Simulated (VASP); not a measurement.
P: single point with r2SCAN

System: P, a slab with vacuum.

```
P
1.0
     3.09100    0.00000    0.00000
    -1.54550    2.67688    0.00000
     0.00000    0.00000   28.00000
P
2
Direct
  0.33333 0.66667 0.50468
  0.66667 0.33333 0.49532
```

```json
{"Program": "VASP 6.6.1", "Task": "single point", "Functional": "r2SCAN", "Potentials or basis": "VASP PAW PBE potentials, release 64 (P)", "Cutoff": "520 eV", "k mesh": "9 × 9 × 1", "Occupations": "gaussian, width 0.02 eV", "Spin": "no spin polarisation", "Dipole correction": "yes", "Further INCAR settings": "ALGO = Normal; EDIFF = 1e-06; NBANDS = 12"}
```

```
Largest force          : 3.847 eV/Å
Band gap on the k mesh : zero (bands 5 and 6 overlap by 2.07 eV)
```

Forces on the atoms (eV/Å):
```
P    0.000  0.000  3.847
P    0.000  0.000 -3.847
```

Levels at points of the mesh, in eV from the Fermi level:
```csv
k point,band 2,band 3,band 4,band 5,band 6,band 7,band 8,band 9
"(0.00, 0.00, 0.00)",-8.54,-5.79,-5.79,0.60,0.60,0.91,3.16,3.34
```

Run time: 81 s on 1 thread of Intel(R) Xeon(R) 6975P-C (Granite Rapids), on a shared host, peak memory 0.37 GiB.

Caveat: the PAW data sets were made with another functional, which shifts forces and pressure a little.
